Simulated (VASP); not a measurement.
# BN (P6_3/mmc) in VASP: a series of runs

BN is run at these levels: LDA, PBE, r2SCAN; tasks: dielectric tensor, vibrations by perturbation theory.

Program: VASP 6.6.1. These are calculated values, not measurements. Logs are shortened: lines on timing, memory, paths and dates and some standing lists are left out, and cuts for length are marked.

**1. The cell of the first run**

It takes space group P6_3/mmc (No. 194, hexagonal). The conventional cell has a = 2.498 Å, b = 2.498 Å, c = 6.636 Å, α = 90.00°, β = 90.00°, γ = 120.00°. N (site symmetry -6m2) has 3 B at 1.44 Å within 1.9 Å. B (site symmetry -6m2) has 3 N at 1.44 Å within 1.9 Å.

**2. Dielectric tensor, LDA**

Input file INCAR:

```
PREC = Accurate
ENCUT = 520
EDIFF = 1E-8
ISMEAR = 0
SIGMA = 0.01
LREAL = F
LASPH = T
NELM = 60
ALGO = Normal
ISIF = 2
LWAVE = F
LCHARG = F
LEPSILON = T
```

Input file KPOINTS:

```
regular mesh
0
Gamma
  12 12 4
```

Input file POSCAR:

```
BN
1.0
    2.4982400000      0.0000000000      0.0000000000
   -1.2491200000      2.1635393048      0.0000000000
    0.0000000000      0.0000000000      6.6357000000
N B
2 2
Direct
    0.6666666667      0.3333333333      0.2500000000
    0.3333333333      0.6666666667      0.7500000000
    0.6666666667      0.3333333333      0.7500000000
    0.3333333333      0.6666666667      0.2500000000
```

Potentials or basis: VASP PAW LDA potentials, release 64 (N, B).

Launch:

```bash
$ cat potpaw_LDA.64/N/POTCAR potpaw_LDA.64/B/POTCAR > POTCAR
$ mpirun -np 1 vasp_std > vasp.out
```

OUTCAR:

```text
PREC = Accurate
   ENCUT = 520
   EDIFF = 1E-8
   ISMEAR = 0
   LREAL = F
   LASPH = T
   NELM = 60
   ISIF = 2
   LEPSILON = T

 ion  position               nearest neighbor table
   1  0.667  0.333  0.250-   4 1.44   4 1.44   4 1.44
   2  0.333  0.667  0.750-   3 1.44   3 1.44   3 1.44
   3  0.667  0.333  0.750-   2 1.44   2 1.44   2 1.44
   4  0.333  0.667  0.250-   1 1.44   1 1.44   1 1.44

  LATTYP: Found a hexagonal cell.
 ALAT       =     2.4982400000
 C/A-ratio  =     2.6561499296

  Lattice vectors:

 A1 = (   2.4982400000,   0.0000000000,   0.0000000000)
 A2 = (  -1.2491200000,   2.1635393048,   0.0000000000)
 A3 = (   0.0000000000,   0.0000000000,   6.6357000000)

Analysis of symmetry for initial positions (statically):
=====================================================================
 Subroutine PRICEL returns:
 Original cell was already a primitive cell.

 Routine SETGRP: Setting up the symmetry group for a
 hexagonal supercell.

 Subroutine GETGRP returns: Found 24 space group operations
 (whereof 12 operations were pure point group operations)
 out of a pool of 24 trial point group operations.

The static configuration has the point symmetry D_3d.
 The point group associated with its full space group is D_6h.

Analysis of symmetry for dynamics (positions and initial velocities):
=====================================================================
 Subroutine PRICEL returns:
 Original cell was already a primitive cell.

 Routine SETGRP: Setting up the symmetry group for a
 hexagonal supercell.

 Subroutine GETGRP returns: Found 24 space group operations
 (whereof 12 operations were pure point group operations)
 out of a pool of 24 trial point group operations.

The dynamic configuration has the point symmetry D_3d.
 The point group associated with its full space group is D_6h.

 Subroutine INISYM returns: Found 24 space group operations
 (whereof 12 operations are pure point group operations),
 and found     1 'primitive' translations

----------------------------------------------------------------------------------------

                                     Primitive cell

  volume of cell :      35.8662

  direct lattice vectors                    reciprocal lattice vectors
     2.498240000  0.000000000  0.000000000     0.400281798  0.231102804  0.000000000
    -1.249120000  2.163539305  0.000000000     0.000000000  0.462205608  0.000000000
     0.000000000  0.000000000  6.635700000     0.000000000  0.000000000  0.150700002

  length of vectors
     2.498240000  2.498240000  6.635700000     0.462205608  0.462205608  0.150700002

  position of ions in fractional coordinates (direct lattice)
     0.666666667  0.333333333  0.250000000
     0.333333333  0.666666667  0.750000000
     0.666666667  0.333333333  0.750000000
     0.333333333  0.666666667  0.250000000

  ion indices of the primitive-cell ions
   primitive index   ion index
                 1           1
                 2           2
                 3           3
                 4           4

----------------------------------------------------------------------------------------

 KPOINTS: regular mesh

Automatic generation of k-mesh.
 Grid dimensions read from file:
 generate k-points for:   12   12    4

 Generating k-lattice:

  Cartesian coordinates                     Fractional coordinates (reciprocal lattice)
     0.033356817  0.019258567  0.000000000     0.083333333 -0.000000000  0.000000000
     0.000000000  0.038517134  0.000000000     0.000000000  0.083333333  0.000000000
     0.000000000  0.000000000  0.037675000     0.000000000  0.000000000  0.250000000

[... 96 lines left out ...]

 number of electron      16.0000003 magnetization

 E-fermi :   2.2796     XC(G=0): -10.5395

 val. band max:        2.1815806378   @ k =   0.3333   0.3333   0.5000
 cond. band min:       6.2669580156   @ k =   0.5000   0.0000   0.0000
 fundamental gap:      4.0853773778
 Fermi energy:         2.2796371853

 k-point     1 :       0.0000    0.0000    0.0000
  band No.  band energies     occupation
      1     -15.4490      2.00000
      2     -15.1328      2.00000
      3      -4.1865      2.00000
      4      -1.9673      2.00000
      5       0.8478      2.00000
      6       0.8478      2.00000
      7       0.8854      2.00000
      8       0.8854      2.00000
      9       7.1211      0.00000
     10      12.2443      0.00000
     11      13.6690      0.00000
     12      13.6711      0.00000
[... 331 lines left out ...]
 k-point    24 :       0.3333    0.0000    0.2500
  band No.  band energies     occupation
      1     -13.4101      2.00000
      2     -13.2499      2.00000
      3      -4.6743      2.00000
      4      -4.6137      2.00000
      5      -1.4198      2.00000
      6      -1.3755      2.00000
      7      -1.1015      2.00000
      8       0.1681      2.00000
      9       8.8890      0.00000
     10       9.4912      0.00000
     11      10.9760      0.00000
     12      12.4404      0.00000

 [... further k-points ...]

  FORCE on cell =-STRESS in cart. coord.  units (eV):
  Direction    XX          YY          ZZ          XY          YZ          ZX
  --------------------------------------------------------------------------------------
  -------------------------------------------------------------------------------------
  Total       -0.7577564     -0.7577564     -0.1590995      0.0000000     -0.0000000      0.0000000
  in kB      -33.8496748    -33.8496748     -7.1071202      0.0000000     -0.0000000      0.0000000
  external PRESSURE =     -24.9354899 kB  Pullay stress =       0.0000000 kB

 VOLUME and BASIS-vectors are now :
 -----------------------------------------------------------------------------
  energy-cutoff  :      520.00
  volume of cell :       35.87
      direct lattice vectors                 reciprocal lattice vectors
     2.498240000  0.000000000  0.000000000     0.400281798  0.231102804  0.000000000
    -1.249120000  2.163539305  0.000000000     0.000000000  0.462205608  0.000000000
     0.000000000  0.000000000  6.635700000     0.000000000  0.000000000  0.150700002

 POSITION                                       TOTAL-FORCE (eV/Angst)
 -----------------------------------------------------------------------------------
      1.24912      0.72118      1.65892        -0.000000     -0.000000      0.000000
     -0.00000      1.44236      4.97677         0.000000     -0.000000      0.000000
      1.24912      0.72118      4.97677         0.000000     -0.000000      0.000000
     -0.00000      1.44236      1.65892        -0.000000      0.000000      0.000000
 -----------------------------------------------------------------------------------
    total drift:                                0.000000     -0.000000      0.000000

  FREE ENERGIE OF THE ION-ELECTRON SYSTEM (eV)
  ---------------------------------------------------
  free  energy   TOTEN  =       -38.5771363622 eV

  energy  without entropy=      -38.5771363622  energy(sigma->0) =      -38.57713636

 HEAD OF MICROSCOPIC STATIC DIELECTRIC TENSOR (INDEPENDENT PARTICLE, excluding Hartree and local field effects)
 ------------------------------------------------------
           4.990274     0.000000     0.000000
          -0.000000     4.990274     0.000000
           0.000000     0.000000     3.129329
 ------------------------------------------------------

 Free energy of the ion-electron system (eV)
  ---------------------------------------------------
  ---------------------------------------------------
  free energy    TOTEN  =        -0.39876827 eV

  energy without entropy =       -0.39876827

------------------------ aborting loop because EDIFF is reached ----------------------------------------

--------------------------------------- Ionic step        2  -------------------------------------------

------------------------ aborting loop because EDIFF is reached ----------------------------------------

--------------------------------------- Ionic step        3  -------------------------------------------

 Free energy of the ion-electron system (eV)
  ---------------------------------------------------
  ---------------------------------------------------
  free energy    TOTEN  =        -0.18790875 eV

  energy without entropy =       -0.18790875

------------------------ aborting loop because EDIFF is reached ----------------------------------------

 PIEZOELECTRIC TENSOR FIELD DIRECTION 3  (e Angst)
 -----------------------------------------------------------------------------
    -0.00028 -0.00000  0.00000           ( -0.00000  0.00000  0.00000)
     0.00000 -0.00028  0.00000           (  0.00000 -0.00000 -0.00000)
     0.00000  0.00000  0.00025           (  0.00000 -0.00000 -0.00001)

 PIEZOELECTRIC TENSOR FIELD DIRECTION 3  (C/m^2)
 -----------------------------------------------------------------------------
    -0.00012 -0.00000  0.00000
     0.00000 -0.00012  0.00000
     0.00000  0.00000  0.00011

 MACROSCOPIC STATIC DIELECTRIC TENSOR (including local field effects in DFT)
 ------------------------------------------------------
           4.842770    -0.000000     0.000000
           0.000000     4.842770     0.000000
           0.000000    -0.000000     2.757063
 ------------------------------------------------------

 PIEZOELECTRIC TENSOR (including local field effects)  for field in x, y, z        (e  Angst)
          XX          YY          ZZ          XY          YZ          ZX
  --------------------------------------------------------------------------------
  x     0.00000     0.00000     0.00000     0.00000     0.00000     0.00000
  y     0.00000     0.00000     0.00000     0.00000     0.00000     0.00000
  z     0.00000     0.00000     0.00000     0.00000     0.00000     0.00000

 PIEZOELECTRIC TENSOR (including local field effects)  for field in x, y, z        (C/m^2)
          XX          YY          ZZ          XY          YZ          ZX
  --------------------------------------------------------------------------------
  x     0.00000     0.00000     0.00000     0.00000     0.00000     0.00000
  y     0.00000     0.00000     0.00000     0.00000     0.00000     0.00000
  z     0.00000     0.00000     0.00000     0.00000     0.00000     0.00000

 BORN EFFECTIVE CHARGES (including local field effects) (in |e|, cummulative output)
 ---------------------------------------------------------------------------------
 ion    1
    1    -2.70724     0.00000     0.00000
    2     0.00000    -2.70724     0.00000
    3     0.00000     0.00000    -0.76356
 ion    2
    1    -2.70724     0.00000     0.00000
    2     0.00000    -2.70724     0.00000
    3    -0.00000     0.00000    -0.76356
 ion    3
    1     2.70724     0.00000     0.00000
    2     0.00000     2.70724     0.00000
    3     0.00000     0.00000     0.76356
 ion    4
    1     2.70724     0.00000     0.00000
    2     0.00000     2.70724     0.00000
    3     0.00000     0.00000     0.76356
```

Wall time 4.6 min (1 thread of Intel Xeon Platinum 8375C at 2.90GHz (Ice Lake), shared host); peak memory 0.25 GiB.

Results:

* Band gap on the k mesh: 4.09 eV, indirect (least direct gap 4.51 eV)
* Electronic dielectric tensor (diagonal): 4.84, 4.84, 2.76
* Born charges (mean of the diagonal): N -2.06; B +2.06 e

Electronic dielectric tensor:
```
4.84 0.00 0.00
0.00 4.84 0.00
0.00 0.00 2.76
```

Born effective charge tensors (e):
atom 1, N
```
-2.71  0.00  0.00
 0.00 -2.71  0.00
 0.00  0.00 -0.76
```
atom 2, N
```
-2.71  0.00  0.00
 0.00 -2.71  0.00
 0.00  0.00 -0.76
```
atom 3, B
```
2.71 0.00 0.00
0.00 2.71 0.00
0.00 0.00 0.76
```
atom 4, B
```
2.71 0.00 0.00
0.00 2.71 0.00
0.00 0.00 0.76
```

A k mesh can miss the band edges. Expect the measured gap to be larger: semilocal functionals such as LDA lack the derivative discontinuity.

**3. Vibrations by perturbation theory, PBE**

Input file INCAR:

```
  PREC = Accurate
  ENCUT = 520
  EDIFF = 1E-8
  ISMEAR = 0
  SIGMA = 0.01
  LREAL = F
  LASPH = T
  NELM = 60
  ALGO = Normal
  ISIF = 2
  LWAVE = F
  LCHARG = F
  GGA = PE
  NBANDS = 16
  IBRION = 8
  NSW = 1
  LEPSILON = T
```

Input file KPOINTS:

```
Automatic mesh
0
Gamma
  10 10 4
```

POSCAR is that of step 2.

Potentials or basis: VASP PAW PBE potentials, release 64 (N, B).

Launch:

```bash
$ cat potpaw_PBE.64/N/POTCAR potpaw_PBE.64/B/POTCAR > POTCAR
$ mpirun -np 1 vasp_std > vasp.out
```

OUTCAR:

```text
PREC = Accurate
   ENCUT = 520
   EDIFF = 1E-8
   ISMEAR = 0
   LREAL = F
   LASPH = T
   NELM = 60
   ISIF = 2
   GGA = PE
   IBRION = 8
   NSW = 1
   LEPSILON = T

 ion  position               nearest neighbor table
   1  0.667  0.333  0.250-   4 1.44   4 1.44   4 1.44
   2  0.333  0.667  0.750-   3 1.44   3 1.44   3 1.44
   3  0.667  0.333  0.750-   2 1.44   2 1.44   2 1.44
   4  0.333  0.667  0.250-   1 1.44   1 1.44   1 1.44

  LATTYP: Found a hexagonal cell.
 ALAT       =     2.4982400000
 C/A-ratio  =     2.6561499296

  Lattice vectors:

 A1 = (   2.4982400000,   0.0000000000,   0.0000000000)
 A2 = (  -1.2491200000,   2.1635393048,   0.0000000000)
 A3 = (   0.0000000000,   0.0000000000,   6.6357000000)

Analysis of symmetry for initial positions (statically):
=====================================================================
 Subroutine PRICEL returns:
 Original cell was already a primitive cell.

 Routine SETGRP: Setting up the symmetry group for a
 hexagonal supercell.

 Subroutine GETGRP returns: Found 24 space group operations
 (whereof 12 operations were pure point group operations)
[... 766 lines left out ...]
  x    -0.00000     0.00000     0.00000   -12.67039     0.00000     0.00000
  y   -12.67039    12.67039    -0.00000    -0.00000     0.00000     0.00000
  z     0.00000     0.00000    -0.00000     0.00000     0.00000     0.00000

 SECOND DERIVATIVES (NOT SYMMETRIZED)
 ------------------------------------
               1X          1Y          1Z          2X          2Y          2Z          3X          3Y          3Z          4X          4Y          4Z
  1X   -42.152522    0.000000    0.000000    0.056732   -0.000000    0.000000    0.015097    0.000000    0.000000   42.080693    0.000000    0.000000
  1Y     0.000000  -42.152522    0.000000    0.000000    0.056732    0.000000    0.000000    0.015097    0.000000    0.000000   42.080693    0.000000
  1Z     0.000000   -0.000000  -13.585150    0.000000    0.000000    1.188407    0.000000   -0.000000   -0.735156    0.000000   -0.000000   13.131899
  2X     0.056732   -0.000000    0.000000  -42.152522    0.000000    0.000000   42.080693    0.000000    0.000000    0.015097    0.000000    0.000000
  2Y     0.000000    0.056732    0.000000    0.000000  -42.152522    0.000000    0.000000   42.080693    0.000000    0.000000    0.015097    0.000000
  2Z     0.000000    0.000000    1.188407    0.000000   -0.000000  -13.585150    0.000000   -0.000000   13.131899    0.000000   -0.000000   -0.735156
  3X     0.022972    0.000000    0.000000   42.086680    0.000000    0.000000  -42.108342   -0.000000    0.000000   -0.001310    0.000000    0.000000
  3Y     0.000000    0.022972    0.000000    0.000000   42.086680    0.000000   -0.000000  -42.108342    0.000000    0.000000   -0.001310    0.000000
  3Z     0.000000    0.000000   -0.748891    0.000000    0.000000   13.146087    0.000000   -0.000000  -13.368097    0.000000   -0.000000    0.970902
  4X    42.086680    0.000000    0.000000    0.022972    0.000000    0.000000   -0.001310    0.000000    0.000000  -42.108342   -0.000000    0.000000
  4Y     0.000000   42.086680    0.000000    0.000000    0.022972    0.000000    0.000000   -0.001310    0.000000   -0.000000  -42.108342    0.000000
  4Z     0.000000    0.000000   13.146087    0.000000    0.000000   -0.748891    0.000000   -0.000000    0.970902    0.000000   -0.000000  -13.368097

 Eigenvectors and eigenvalues of the dynamical matrix
 ----------------------------------------------------

   1 f  =   41.071364 THz   258.058989 2PiTHz 1369.993225 cm-1   169.857435 meV
             X         Y         Z           dx          dy          dz
      1.249120  0.721180  1.658925     0.000001    0.466998    0.000000
     -0.000000  1.442360  4.976775    -0.000001   -0.466998   -0.000000
      1.249120  0.721180  4.976775     0.000001    0.530955   -0.000000
     -0.000000  1.442360  1.658925    -0.000001   -0.530955    0.000000
[... 71 lines left out ...]
  12 f/i=    0.003352 THz     0.021063 2PiTHz    0.111821 cm-1     0.013864 meV
             X         Y         Z           dx          dy          dz
      1.249120  0.721180  1.658925    -0.484631    0.217520    0.000000
     -0.000000  1.442360  4.976775    -0.484631    0.217520    0.000000
      1.249120  0.721180  4.976775    -0.425788    0.191109    0.000000
     -0.000000  1.442360  1.658925    -0.425788    0.191109    0.000000

--------------------------------------------------------------------------------------------------------

 MACROSCOPIC STATIC DIELECTRIC TENSOR IONIC CONTRIBUTION
 ------------------------------------------------------
           1.758284     0.000000     0.000000
           0.000000     1.758284     0.000000
           0.000000     0.000000     0.453149
 ------------------------------------------------------

 ELASTIC MODULI CONTR FROM IONIC RELAXATION (kBar)
 Direction    XX          YY          ZZ          XY          YZ          ZX
 --------------------------------------------------------------------------------
 XX        -425.2849    425.2849      0.0000     -0.0000      0.0000      0.0000
 YY         425.2849   -425.2849     -0.0000      0.0000      0.0000      0.0000
 ZZ           0.0000     -0.0000     -0.0000      0.0000      0.0000      0.0000
 XY          -0.0000      0.0000      0.0000   -425.2849      0.0000      0.0000
 YZ           0.0000      0.0000      0.0000      0.0000      0.0000      0.0000
 ZX           0.0000      0.0000      0.0000      0.0000      0.0000      0.0000
 --------------------------------------------------------------------------------

 PIEZOELECTRIC TENSOR IONIC CONTR  for field in x, y, z        (C/m^2)
          XX          YY          ZZ          XY          YZ          ZX
  --------------------------------------------------------------------------------
  x     0.00000    -0.00000    -0.00000    -0.00000     0.00000     0.00000
  y     0.00000    -0.00000    -0.00000     0.00000     0.00000     0.00000
  z     0.00000    -0.00000    -0.00000     0.00000     0.00000     0.00000
```

OSZICAR:

```text
N       E                     dE             d eps       ncg     rms          rms(c)
DAV:   1     0.479657968158E+02    0.47966E+02   -0.79771E+03  1344   0.922E+02
DAV:   2    -0.356630507255E+02   -0.83629E+02   -0.76028E+02  1904   0.222E+02
DAV:   3    -0.387333475459E+02   -0.30703E+01   -0.30625E+01  1664   0.422E+01
DAV:   4    -0.387528049180E+02   -0.19457E-01   -0.19454E-01  1768   0.369E+00
[... 176 lines left out ...]
RMM:   8    -0.476716762778E-01   -0.21346E-06    0.10203E-06  2552   0.560E-04    0.606E-05
RMM:   9    -0.476722604646E-01   -0.58419E-06    0.20979E-07  2722   0.147E-04    0.206E-05
RMM:  10    -0.476722660932E-01   -0.56287E-08    0.15656E-07  2761   0.560E-05    0.605E-06
RMM:  11    -0.476723059729E-01   -0.39880E-07    0.34475E-08  2887   0.164E-05    0.112E-06
RMM:  12    -0.476723117448E-01   -0.57719E-08    0.28801E-09  2569   0.686E-06    0.480E-07
 Linear response finished
```

It took 8 min on 1 thread of AMD EPYC 7R43 (Zen 3), shared host; peak memory 0.31 GiB.

Results:

```yaml
Electronic_dielectric_tensor_diagonal: 4.75, 4.75, 2.69
Born_charges_mean_of_the_diagonal: N -2.05; B +2.05 e
Highest_phonon_frequency_at_Γ_LO-TO_splitting_left_out: 1370 cm⁻¹
```

Phonon frequencies in cm⁻¹ (negative: imaginary):
```tsv
q point	frequencies
(0.000, 0.000, 0.000)	0 0 0 45 45 122 743 796 1370 1370 1370 1370
```

Electronic dielectric tensor:
```
4.75 0.00 0.00
0.00 4.75 0.00
0.00 0.00 2.69
```

Born effective charge tensors (e):
atom 1, N
```
-2.71  0.00  0.00
 0.00 -2.71  0.00
 0.00  0.00 -0.75
```
atom 2, N
```
-2.71  0.00  0.00
 0.00 -2.71  0.00
 0.00  0.00 -0.75
```
atom 3, B
```
2.71 0.00 0.00
0.00 2.71 0.00
0.00 0.00 0.75
```
atom 4, B
```
2.71 0.00 0.00
0.00 2.71 0.00
0.00 0.00 0.75
```

Caveat: the cell wasn't relaxed at this level first, which shifts response properties; this functional lacks dispersion, which binds the layers, so the pressure and a relaxed spacing across them are unreliable.

[end of part 1 of 2]
